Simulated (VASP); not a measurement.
# FeB2 (P6/mmm) in VASP: vibrations by perturbation theory with LDA

Aim: the vibrations by perturbation theory of FeB2 with LDA.

Program: VASP 6.6.1. These are calculated values, not measurements. Logs are shortened: lines on timing, memory, paths and dates and some standing lists are left out, and cuts for length are marked.

### 1 The cell of the first run

Symmetry: P6/mmm, No. 191, hexagonal system. Conventional cell: a = 3.021 Å, b = 3.021 Å, c = 2.535 Å, α = 90.00°, β = 90.00°, γ = 120.00°. Within 2.9 Å of Fe (site symmetry 6/mmm) lie 12 B at 2.16 Å and 2 Fe at 2.54 Å. Within 2.3 Å of B (site symmetry -6m2) lie 3 B at 1.74 Å and 6 Fe at 2.16 Å.

### 2 Vibrations by perturbation theory, LDA

File INCAR:

```
  ALGO = Normal
  EDIFF = 1E-8
  ENCUT = 520
  GGA = CA
  IBRION = 8
  ISIF = 2
  ISMEAR = 0
  LASPH = True
  LCHARG = False
  LREAL = False
  LWAVE = False
  NBANDS = 14
  NELM = 60
  NSW = 1
  PREC = Accurate
  SIGMA = 0.2
```

File KPOINTS:

```
k-points
0
Gamma
  18 18 16
```

File POSCAR:

```
FeB2
1.0
    3.0213949700      0.0000000000      0.0000000000
   -1.5106974850      2.6166047989      0.0000000000
    0.0000000000      0.0000000000      2.5354392430
Fe B
1 2
Direct
    0.0000000000      0.0000000000      0.0000000000
    0.3333333333      0.6666666667      0.5000000000
    0.6666666667      0.3333333333      0.5000000000
```

Potentials or basis: VASP PAW LDA potentials, release 64 (Fe, B).

Command:

```bash
> cat potpaw_LDA.64/Fe/POTCAR potpaw_LDA.64/B/POTCAR > POTCAR
> mpirun -np 1 vasp_std > vasp.out
```

OUTCAR:

```text
EDIFF = 1E-8
   ENCUT = 520
   GGA = CA
   IBRION = 8
   ISIF = 2
   ISMEAR = 0
   LASPH = True
   LREAL = False
   NELM = 60
   NSW = 1
   PREC = Accurate

 ion  position               nearest neighbor table
   1  0.000  0.000  0.000-   2 2.16   3 2.16   2 2.16   3 2.16   3 2.16   3 2.16   2 2.16   2 2.16
                             3 2.16   3 2.16   2 2.16   2 2.16
   2  0.333  0.667  0.500-   3 1.74   3 1.74   3 1.74   1 2.16   1 2.16   1 2.16   1 2.16   1 2.16
                             1 2.16
   3  0.667  0.333  0.500-   2 1.74   2 1.74   2 1.74   1 2.16   1 2.16   1 2.16   1 2.16   1 2.16
                             1 2.16

  LATTYP: Found a hexagonal cell.
 ALAT       =     3.0213949700
 C/A-ratio  =     0.8391618005

  Lattice vectors:

 A1 = (   3.0213949700,   0.0000000000,   0.0000000000)
 A2 = (  -1.5106974850,   2.6166047989,   0.0000000000)
 A3 = (   0.0000000000,   0.0000000000,   2.5354392430)

Analysis of symmetry for initial positions (statically):
=====================================================================
 Subroutine PRICEL returns:
 Original cell was already a primitive cell.

 Routine SETGRP: Setting up the symmetry group for a
 hexagonal supercell.

 Subroutine GETGRP returns: Found 24 space group operations
 (whereof 24 operations were pure point group operations)
 out of a pool of 24 trial point group operations.

The static configuration has the point symmetry D_6h.

Analysis of symmetry for dynamics (positions and initial velocities):
=====================================================================
 Subroutine PRICEL returns:
 Original cell was already a primitive cell.

 Routine SETGRP: Setting up the symmetry group for a
 hexagonal supercell.

 Subroutine GETGRP returns: Found 24 space group operations
 (whereof 24 operations were pure point group operations)
 out of a pool of 24 trial point group operations.
[... 589 lines left out ...]

 POSITION                                       TOTAL-FORCE (eV/Angst)
 -----------------------------------------------------------------------------------
      0.00000      0.00000      0.00000         0.000000      0.000000      0.000000
     -0.00000      1.74440      1.26772        -0.000000      0.000000     -0.000000
      1.51070      0.87220      1.26772         0.000000     -0.000000      0.000000
 -----------------------------------------------------------------------------------
    total drift:                               -0.000000      0.000000      0.000000

  FREE ENERGIE OF THE ION-ELECTRON SYSTEM (eV)
  ---------------------------------------------------
  free  energy   TOTEN  =       -24.6863048409 eV

  energy  without entropy=      -24.6454969009  energy(sigma->0) =      -24.66590087

[... ionic steps 2 to 3 ...]

--------------------------------------- Ionic step        4  -------------------------------------------

------------------------ aborting loop because EDIFF is reached ----------------------------------------
[... 11 lines left out ...]
[... ionic steps 8 to 8 ...]

--------------------------------------- Ionic step        9  -------------------------------------------

 Free energy of the ion-electron system (eV)
  ---------------------------------------------------
  ---------------------------------------------------
  free energy    TOTEN  =        -0.03847935 eV

  energy without entropy =       -0.03847935

------------------------ aborting loop because EDIFF is reached ----------------------------------------

 INTERNAL STRAIN TENSOR  FOR ION    2  DIRECTION 3   (eV/Angst):
 -----------------------------------------------------------------------------
     0.01271  0.00000  0.00000
     0.00000  0.01271  0.00000
     0.00000  0.00000 -0.04269

 INTERNAL STRAIN TENSOR FOR ION    3 for displacements in x,y,z  (eV/Angst):
          X           Y           Z          XY          YZ          ZX
  --------------------------------------------------------------------------------
  x    -0.00000     0.00000     0.00000     0.56414     0.00000     0.00000
  y     0.56414    -0.56414     0.00000     0.00000     0.00000     0.00000
  z     0.00000     0.00000     0.00000    -0.00000     0.00000     0.00000

 SECOND DERIVATIVES (NOT SYMMETRIZED)
 ------------------------------------
               1X          1Y          1Z          2X          2Y          2Z          3X          3Y          3Z
  1X    -9.894247    0.000000    0.000000    4.947123    0.000000    0.000000    4.947123    0.000000    0.000000
  1Y     0.000000   -9.894247    0.000000    0.000000    4.947123    0.000000    0.000000    4.947123    0.000000
  1Z    -0.000000    0.000000   -5.487171   -0.000000    0.000000    2.743586    0.000000    0.000000    2.743586
  2X     4.908520    0.000000    0.000000  -15.214846    0.000000    0.000000   10.306326   -0.000000    0.000000
  2Y    -0.000000    4.908520    0.000000    0.000000  -15.214846    0.000000   -0.000000   10.306326    0.000000
  2Z    -0.000000    0.000000    2.750851    0.000000    0.000000   -7.211774    0.000000    0.000000    4.460923
  3X     4.908520    0.000000    0.000000   10.306326   -0.000000    0.000000  -15.214846    0.000000    0.000000
  3Y    -0.000000    4.908520    0.000000   -0.000000   10.306326    0.000000    0.000000  -15.214846    0.000000
  3Z    -0.000000    0.000000    2.750851    0.000000    0.000000    4.460923    0.000000    0.000000   -7.211774

 Eigenvectors and eigenvalues of the dynamical matrix
 ----------------------------------------------------

   1 f  =   24.019729 THz   150.920408 2PiTHz  801.211915 cm-1    99.337572 meV
             X         Y         Z           dx          dy          dz
      0.000000  0.000000  0.000000    -0.000000   -0.000000    0.000000
     -0.000000  1.744403  1.267720    -0.000006   -0.707107    0.000000
      1.510697  0.872202  1.267720     0.000006    0.707107   -0.000000
[... 43 lines left out ...]
   9 f/i=    0.021860 THz     0.137350 2PiTHz    0.729170 cm-1     0.090405 meV
             X         Y         Z           dx          dy          dz
      0.000000  0.000000  0.000000    -0.818249    0.223123   -0.000000
     -0.000000  1.744403  1.267720    -0.361427    0.098555   -0.000000
      1.510697  0.872202  1.267720    -0.361427    0.098555   -0.000000

--------------------------------------------------------------------------------------------------------

 ELASTIC MODULI CONTR FROM IONIC RELAXATION (kBar)
 Direction    XX          YY          ZZ          XY          YZ          ZX
 --------------------------------------------------------------------------------
 XX          -1.9935      1.9935     -0.0000      0.0000      0.0000      0.0000
 YY           1.9935     -1.9935      0.0000     -0.0000      0.0000      0.0000
 ZZ          -0.0000      0.0000     -0.0000      0.0000      0.0000      0.0000
 XY           0.0000     -0.0000      0.0000     -1.9935      0.0000      0.0000
 YZ           0.0000      0.0000      0.0000      0.0000      0.0000      0.0000
 ZX           0.0000      0.0000      0.0000      0.0000      0.0000      0.0000
 --------------------------------------------------------------------------------
```

OSZICAR:

```text
N       E                     dE             d eps       ncg     rms          rms(c)
DAV:   1     0.446192599893E+02    0.44619E+02   -0.68302E+03  9876   0.119E+03
DAV:   2    -0.259675023052E+02   -0.70587E+02   -0.61934E+02  9906   0.220E+02
DAV:   3    -0.289947687459E+02   -0.30273E+01   -0.28836E+01 11814   0.499E+01
DAV:   4    -0.290305816306E+02   -0.35813E-01   -0.35725E-01 10428   0.497E+00
[... 77 lines left out ...]
RMM:  10    -0.384793358483E-01   -0.18483E-06   -0.15870E-09 25563   0.115E-04    0.138E-05
RMM:  11    -0.384793616530E-01   -0.25805E-07   -0.13742E-09 24231   0.608E-05    0.256E-06
RMM:  12    -0.384793513440E-01    0.10309E-07   -0.14144E-09 25328   0.397E-05    0.848E-07
RMM:  13    -0.384793510726E-01    0.27143E-09   -0.16504E-09 19732   0.331E-05    0.389E-07
 Linear response finished
```

stdout:

```text
POSCAR found type information on POSCAR FeB
 POSCAR found :  2 types and       3 ions
 scaLAPACK will be used
 LDA part: xc-table for (Slater(with rela. corr.)+CA(PZ))
 , standard interpolation
 POSCAR, INCAR and KPOINTS ok, starting setup
 FFT: planning ... GRIDC
 FFT: planning ... GRID_SOFT
 FFT: planning ... GRID
 WAVECAR not read
 entering main loop
 Linear response reoptimize wavefunctions to high precision
 Linear response DOF=           4
 Linear response progress:
 first order change of Fermi-energy  -0.74874E-03
 force on displaced ion       1 direction 1 :  -9.894   0.000   0.000
 Linear response progress:
 first order change of Fermi-energy   0.35441E-02
 force on displaced ion       1 direction 3 :   0.000   0.000  -5.487
 Linear response progress:
 first order change of Fermi-energy   0.28856E-04
 force on displaced ion       2 direction 1 : -15.215  -0.006   0.000
 Linear response progress:
 first order change of Fermi-energy  -0.23257E-03
 force on displaced ion       2 direction 3 :   0.000   0.000  -7.212
 Linear response finished
```

Run time: 21 min. Hardware: 1 thread of Intel Xeon 8259CL, shared host; peak memory 1.1 GiB.

Results:

```yaml
Highest_phonon_frequency_at_Γ: 801 cm⁻¹
```

Phonon frequencies in cm⁻¹ (negative: imaginary):
```csv
q point,frequencies
"(0.000, 0.000, 0.000)",-1 -1 0 310 414 414 542 801 801
```

Caveat: the cell stands under pressure or tension, which shifts response properties; the run has no spin polarisation, though such a crystal can be magnetic. Spin polarisation is off, so any magnetic state and its effect on volume and gap are missing.
